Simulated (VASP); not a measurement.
Runs of VASP 6.6.1 on Pt. The structure is that of space group Fm-3m (No. 225), or close to it. The cells are those of the table. 

```tsv
task	cell	cutoff (eV)	smearing	gap on the mesh (eV)	pressure (GPa)	relaxed volume (Å³/atom)
relaxation of cell and atoms	relaxed from a = 2.788 Å, angles 60.0°, 1 atom	600	gaussian 0.1 eV	none	0.0	15.61
single point	a = 2.810 Å, angles 60.0°, 1 atom	520	fermi-dirac 0.15 eV	none	-0.5	-
relaxation of cell and atoms	relaxed from a = 2.807 Å, angles 60.0°, 1 atom	600	fermi-dirac 0.15 eV	none	0.0	(a)
single point	a = 2.807 Å, angles 60.0°, 1 atom	520	gaussian 0.1 eV	none	-0.5	-
```

Alike in all rows: level PBE; potentials or basis VASP PAW PBE potentials, release 64 (Pt); no spin polarisation; k mesh 16 × 16 × 16.

Task: Estimate the missing entries.

Result: (a) 15.66.

Caveats: spin-orbit coupling is left out, which moves the levels of the heavy elements.

A k mesh can miss the band edges, and the runs leave out spin-orbit coupling on Pt.

A gap of «none» marks levels without a gap at the run's occupations.
